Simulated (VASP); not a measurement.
# Tl (P6_3/mmc) in VASP: single point with PBEsol

Aim: the single point of Tl with PBEsol.

Program: VASP 6.6.1. These are calculated values, not measurements. Logs are shortened: lines on timing, memory, paths and dates and some standing lists are left out, and cuts for length are marked.

### Step 1. The cell of the first run

Symmetry: P6_3/mmc, No. 194, hexagonal system. The conventional cell has a = 3.497 Å, b = 3.497 Å, c = 5.647 Å, α = 90.00°, β = 90.00°, γ = 120.00°. Tl (site symmetry -6m2) has 12 Tl at 3.47 to 3.50 Å within 4.6 Å.

### Step 2. Single point, PBEsol

The input, INCAR:

```
SYSTEM = Tl
PREC = Accurate
ENCUT = 500
EDIFF = 1E-6
ISMEAR = 0
SIGMA = 0.1
LREAL = .False.
LASPH = .True.
NELM = 120
ALGO = Normal
ISIF = 2
LWAVE = .False.
LCHARG = .True.
GGA = PS
LELF = .True.
LVHAR = .True.
NBANDS = 20
GGA_COMPAT = .False.
```

The input, KPOINTS:

```
Automatic mesh
0
Gamma
  6 6 4
  0 0 0
```

The input, POSCAR:

```
Tl
1.0
    3.4973395198      0.0000000000      0.0000000000
   -1.7486697599      3.0287848698      0.0000000000
    0.0000000000      0.0000000000      5.6465616800
Tl
2
Direct
    0.3333333300      0.6666666700      0.2500000000
    0.6666666700      0.3333333300      0.7500000000
```

Potentials or basis: VASP PAW PBE potentials, release 64 (Tl_d).

Run with:

```sh
$ cat potpaw_PBE.64/Tl_d/POTCAR > POTCAR
$ mpirun -np 1 vasp_std > vasp.out
```

OUTCAR:

```text
SYSTEM = Tl
   PREC = Accurate
   ENCUT = 500
   EDIFF = 1E-6
   ISMEAR = 0
   LREAL = .False.
   LASPH = .True.
   NELM = 120
   ISIF = 2
   GGA = PS

 ion  position               nearest neighbor table
   1  0.333  0.667  0.250-   2 3.47   2 3.47   2 3.47   2 3.47   2 3.47   2 3.47
   2  0.667  0.333  0.750-   1 3.47   1 3.47   1 3.47   1 3.47   1 3.47   1 3.47

  LATTYP: Found a hexagonal cell.
 ALAT       =     3.4973395198
 C/A-ratio  =     1.6145306019

  Lattice vectors:

 A1 = (   3.4973395198,   0.0000000000,   0.0000000000)
 A2 = (  -1.7486697599,   3.0287848698,   0.0000000000)
 A3 = (   0.0000000000,   0.0000000000,   5.6465616800)

Analysis of symmetry for initial positions (statically):
=====================================================================
 Subroutine PRICEL returns:
 Original cell was already a primitive cell.

 Routine SETGRP: Setting up the symmetry group for a
 hexagonal supercell.

 Subroutine GETGRP returns: Found 24 space group operations
 (whereof 12 operations were pure point group operations)
 out of a pool of 24 trial point group operations.

The static configuration has the point symmetry D_3d.
 The point group associated with its full space group is D_6h.

Analysis of symmetry for dynamics (positions and initial velocities):
=====================================================================
 Subroutine PRICEL returns:
 Original cell was already a primitive cell.

 Routine SETGRP: Setting up the symmetry group for a
 hexagonal supercell.

 Subroutine GETGRP returns: Found 24 space group operations
 (whereof 12 operations were pure point group operations)
 out of a pool of 24 trial point group operations.

The dynamic configuration has the point symmetry D_3d.
 The point group associated with its full space group is D_6h.

 Subroutine INISYM returns: Found 24 space group operations
 (whereof 12 operations are pure point group operations),
 and found     1 'primitive' translations

----------------------------------------------------------------------------------------

                                     Primitive cell

  volume of cell :      59.8123

  direct lattice vectors                    reciprocal lattice vectors
     3.497339520  0.000000000  0.000000000     0.285931633  0.165082705  0.000000000
    -1.748669760  3.028784870  0.000000000     0.000000000  0.330165411  0.000000000
     0.000000000  0.000000000  5.646561680     0.000000000  0.000000000  0.177098924

  length of vectors
     3.497339520  3.497339520  5.646561680     0.330165411  0.330165411  0.177098924

  position of ions in fractional coordinates (direct lattice)
     0.333333330  0.666666670  0.250000000
     0.666666670  0.333333330  0.750000000

  ion indices of the primitive-cell ions
   primitive index   ion index
                 1           1
                 2           2

----------------------------------------------------------------------------------------

 KPOINTS: Automatic mesh

Automatic generation of k-mesh.
 Grid dimensions read from file:
 generate k-points for:    6    6    4

 Generating k-lattice:

  Cartesian coordinates                     Fractional coordinates (reciprocal lattice)
     0.047655272  0.027513784  0.000000000     0.166666667  0.000000000  0.000000000
     0.000000000  0.055027568  0.000000000     0.000000000  0.166666667  0.000000000
     0.000000000  0.000000000  0.044274731     0.000000000  0.000000000  0.250000000

  Length of vectors
     0.055027568  0.055027568  0.044274731

  Shift w.r.t. Gamma in fractional coordinates (k-lattice)
     0.000000000  0.000000000  0.000000000

 Subroutine IBZKPT returns following result:
 ===========================================

 Found     21 irreducible k-points:

 Following reciprocal coordinates:
            Coordinates               Weight
  0.000000  0.000000  0.000000      1.000000
  0.166667  0.000000  0.000000      6.000000
  0.333333  0.000000  0.000000      6.000000
  0.500000  0.000000  0.000000      3.000000
  0.166667  0.166667  0.000000      6.000000
  0.333333  0.166667  0.000000     12.000000
[... 13 lines left out ...]
  0.333333  0.166667  0.500000     12.000000
  0.333333  0.333333  0.500000      2.000000
   k-points           NKPTS =     21   k-points in BZ     NKDIM =     21   number of bands    NBANDS=     20
   number of dos      NEDOS =    301   number of ions     NIONS =      2
   total plane-waves  NPLWV =  32928
   dimension x,y,z NGX =    28 NGY =   28 NGZ =   42
   dimension x,y,z NGXF=    56 NGYF=   56 NGZF=   84
   ions per type =               2
   NGX,Y,Z   is equivalent  to a cutoff of  13.31, 13.31, 12.37 a.u.
   NGXF,Y,Z  is equivalent  to a cutoff of  26.62, 26.62, 24.73 a.u.
 SYSTEM =  Tl
   PREC   = accura    normal or accurate (medium, high low for compatibility)
   ISTART =      0    job   : 0-new  1-cont  2-samecut
   ICHARG =      2    charge: 1-file 2-atom 10-const
   ISPIN  =      1    spin polarized calculation?
   LNONCOLLINEAR =      F non collinear calculations
   LSORBIT =      F    spin-orbit coupling
   LASPH  =      T    aspherical Exc in radial PAW
   ENCUT  =  500.0 eV  36.75 Ry    6.06 a.u.   6.38  6.38 10.29*2*pi/ulx,y,z
   NELM   =    120;   NELMIN=  2; NELMDL= -5     # of ELM steps
   EDIFF  = 0.1E-05   stopping-criterion for ELM
   LREAL  =      F    real-space projection
   EDIFFG = 0.1E-04   stopping-criterion for IOM
   NSW    =      0    number of steps for IOM
   IBRION =     -1    ionic relax: 0-MD 1-quasi-New 2-CG
   NFREE  =      0    steps in history (QN), initial steepest desc. (CG)
   ISIF   =      2    stress and relaxation
   ISYM   =      2    0-nonsym 1-usesym 2-fastsym
   POTIM  = 0.5000    time-step for ionic-motion
   TEBEG  =    0.0;   TEEND  =   0.0 temperature during run
   PSTRESS=    0.0 pullay stress
   NELECT =      26.0000    total number of electrons
   NUPDOWN=      -1.0000    fix difference up-down
   EMIN   =  10.00;   EMAX   =-10.00  energy-range for DOS
   EFERMI =   0.00;   METHOD = LEGACY
   ISMEAR =     0;   SIGMA  =   0.10  broadening in eV -4-tet -1-fermi 0-gaus
   EFERMI_NEDOS =   21; number of points for ismear=-14 and -15
   IALGO  =     38    algorithm
   IMIX   =      4    mixing-type and parameters
     AMIX     =   0.40;   BMIX     =  1.00
     AMIX_MAG =   1.60;   BMIX_MAG =  1.00
  volume/ion in A,a.u.               =      29.91       201.82
  Fermi-wavevector in a.u.,A,eV,Ry     =   1.240136  2.343517 20.924894  1.537936
  Thomas-Fermi vector in A             =   2.374589
   LORBIT       =      0    0 simple, 1 ext, 2 COOP (PROOUT), +10 PAW based schemes
   GGA     = PS    functional components
   LHFCALC =     F    Hartree Fock is set to
   AEXX    =    0.0000 exact exchange contribution
   IVDW    =     0    specifies the selected vdW correction
   LEPSILON=     F    determine dielectric tensor
   LRPA    =     F    only Hartree local field effects (RPA)
 non-spin polarized calculation
 Gauss-broadening in eV      SIGMA  =   0.10
  energy-cutoff  :      500.00
  volume of cell :       59.81
 maximum number of plane-waves:      1542
 NGX is ok and might be reduce to    28
   NGX = 13   NGY = 13   NGZ = 21

 number of electron      25.9999999 magnetization

 Free energy of the ion-electron system (eV)
  ---------------------------------------------------
  ext. energy  EPLUGINS =         0.00000000
  ---------------------------------------------------
  free energy    TOTEN  =        -5.22878633 eV

  energy without entropy =       -5.22477397  energy(sigma->0) =       -5.22678015

 E-fermi :   5.9526     XC(G=0): -10.1463

 val. band max:        5.8191058336   @ k =   0.3333   0.0000   0.0000
 cond. band min:       5.9867273216   @ k =   0.3333   0.3333   0.2500
 fundamental gap:      0.1676214880
 Fermi energy:         5.9525715609

 k-point     1 :       0.0000    0.0000    0.0000
  band No.  band energies     occupation
      1      -5.7306      2.00000
      2      -5.5429      2.00000
      3      -5.5259      2.00000
      4      -5.5259      2.00000
      5      -5.4801      2.00000
      6      -5.4801      2.00000
[... 12 lines left out ...]
     19      16.2082      0.00000
     20      16.5516      0.00000

 k-point     2 :       0.1667    0.0000    0.0000
  band No.  band energies     occupation
      1      -5.6942      2.00000
      2      -5.5706      2.00000
      3      -5.4982      2.00000
      4      -5.4651      2.00000
      5      -5.4453      2.00000
      6      -5.4239      2.00000
[... 12 lines left out ...]
     19      15.8743      0.00000
     20      17.4466      0.00000

 k-point     3 :       0.3333    0.0000    0.0000
  band No.  band energies     occupation
      1      -5.7957      2.00000
      2      -5.6196      2.00000
      3      -5.6038      2.00000
      4      -5.5197      2.00000
      5      -5.4059      2.00000
      6      -5.3209      2.00000
[... 12 lines left out ...]
     19      14.4948      0.00000
     20      16.1067      0.00000

 k-point     4 :       0.5000    0.0000    0.0000
  band No.  band energies     occupation
      1      -5.8534      2.00000
      2      -5.7041      2.00000
      3      -5.6483      2.00000
      4      -5.5534      2.00000
      5      -5.3655      2.00000
      6      -5.3464      2.00000
[... 12 lines left out ...]
     19      13.9250      0.00000
     20      15.5907      0.00000

 k-point     5 :       0.1667    0.1667    0.0000
  band No.  band energies     occupation
      1      -5.6408      2.00000
      2      -5.6378      2.00000
      3      -5.5735      2.00000
      4      -5.5065      2.00000
      5      -5.4332      2.00000
      6      -5.3631      2.00000
[... 12 lines left out ...]
     19      15.0820      0.00000
     20      17.1100      0.00000

 k-point     6 :       0.3333    0.1667    0.0000
  band No.  band energies     occupation
      1      -5.7235      2.00000
      2      -5.7055      2.00000
      3      -5.5623      2.00000
      4      -5.5263      2.00000
      5      -5.3711      2.00000
      6      -5.3663      2.00000
[... 12 lines left out ...]
     19      13.8067      0.00000
     20      16.8886      0.00000

 k-point     7 :       0.3333    0.3333    0.0000
  band No.  band energies     occupation
      1      -5.7500      2.00000
      2      -5.5237      2.00000
      3      -5.5237      2.00000
      4      -5.4566      2.00000
      5      -5.4566      2.00000
      6      -5.4146      2.00000
[... 12 lines left out ...]
     19      12.3164      0.00000
     20      21.3228      0.00000
[... 208 lines left out ...]
 k-point    17 :       0.3333    0.0000    0.5000
  band No.  band energies     occupation
      1      -5.7051      2.00000
      2      -5.7051      2.00000
      3      -5.6110      2.00000
      4      -5.6110      2.00000
      5      -5.3406      2.00000
      6      -5.3406      2.00000
[... 12 lines left out ...]
     19      14.6600      0.00000
     20      14.6600      0.00000

 k-point    18 :       0.5000    0.0000    0.5000
  band No.  band energies     occupation
      1      -5.7219      2.00000
      2      -5.7219      2.00000
      3      -5.7086      2.00000
      4      -5.7086      2.00000
      5      -5.3267      2.00000
      6      -5.3267      2.00000
[... 12 lines left out ...]
     19      14.4544      0.00000
     20      14.4544      0.00000

 k-point    19 :       0.1667    0.1667    0.5000
  band No.  band energies     occupation
      1      -5.6532      2.00000
      2      -5.6532      2.00000
      3      -5.5231      2.00000
      4      -5.5231      2.00000
      5      -5.3979      2.00000
      6      -5.3979      2.00000
[... 12 lines left out ...]
     19      17.3482      0.00000
     20      17.3482      0.00000

 k-point    20 :       0.3333    0.1667    0.5000
  band No.  band energies     occupation
      1      -5.6869      2.00000
      2      -5.6869      2.00000
      3      -5.5844      2.00000
      4      -5.5844      2.00000
      5      -5.3705      2.00000
      6      -5.3705      2.00000
[... 12 lines left out ...]
     19      16.5846      0.00000
     20      16.5846      0.00000

 k-point    21 :       0.3333    0.3333    0.5000
  band No.  band energies     occupation
      1      -5.6631      2.00000
      2      -5.6631      2.00000
      3      -5.4653      2.00000
      4      -5.4653      2.00000
      5      -5.3647      2.00000
      6      -5.3647      2.00000
[... 12 lines left out ...]
     19      16.5109      0.00000
     20      16.5109      0.00000

------------------------ aborting loop because EDIFF is reached ----------------------------------------

  FORCE on cell =-STRESS in cart. coord.  units (eV):
  Direction    XX          YY          ZZ          XY          YZ          ZX
  --------------------------------------------------------------------------------------
  -------------------------------------------------------------------------------------
  Total       -0.8809480     -0.8809480     -0.0741162      0.0000000      0.0000000      0.0000000
  in kB      -23.5977487    -23.5977487     -1.9853345      0.0000000      0.0000000      0.0000000
  external PRESSURE =     -16.3936107 kB  Pullay stress =       0.0000000 kB

 VOLUME and BASIS-vectors are now :
 -----------------------------------------------------------------------------
  energy-cutoff  :      500.00
  volume of cell :       59.81
      direct lattice vectors                 reciprocal lattice vectors
     3.497339520  0.000000000  0.000000000     0.285931633  0.165082705  0.000000000
    -1.748669760  3.028784870  0.000000000     0.000000000  0.330165411  0.000000000
     0.000000000  0.000000000  5.646561680     0.000000000  0.000000000  0.177098924

 POSITION                                       TOTAL-FORCE (eV/Angst)
 -----------------------------------------------------------------------------------
     -0.00000      2.01919      1.41164         0.000000     -0.000000      0.000000
      1.74867      1.00959      4.23492        -0.000000      0.000000      0.000000
 -----------------------------------------------------------------------------------
    total drift:                               -0.000004      0.000002      0.000000

  FREE ENERGIE OF THE ION-ELECTRON SYSTEM (eV)
  ---------------------------------------------------
  free  energy   TOTEN  =        -5.2287863347 eV

  energy  without entropy=       -5.2247739651  energy(sigma->0) =       -5.22678015
```

Wall time 35 s (1 thread of Intel Xeon 8259CL, shared host); peak memory 0.18 GiB.

What came out:

```
Free energy            : -5.2288 eV
Pressure               : -1.6 GPa
Band gap on the k mesh : zero (bands 13 and 14 overlap by 5.36 eV)
```

Stress tensor (GPa, compression positive):
```
-2.36  0.00  0.00
 0.00 -2.36  0.00
 0.00  0.00 -0.20
```

Caveat: the PAW data sets were made with another functional, which shifts forces and pressure a little; spin-orbit coupling is left out, which moves the levels of the heavy elements.

The gap in the log of VASP goes by the Fermi energy; the results here count the filled bands.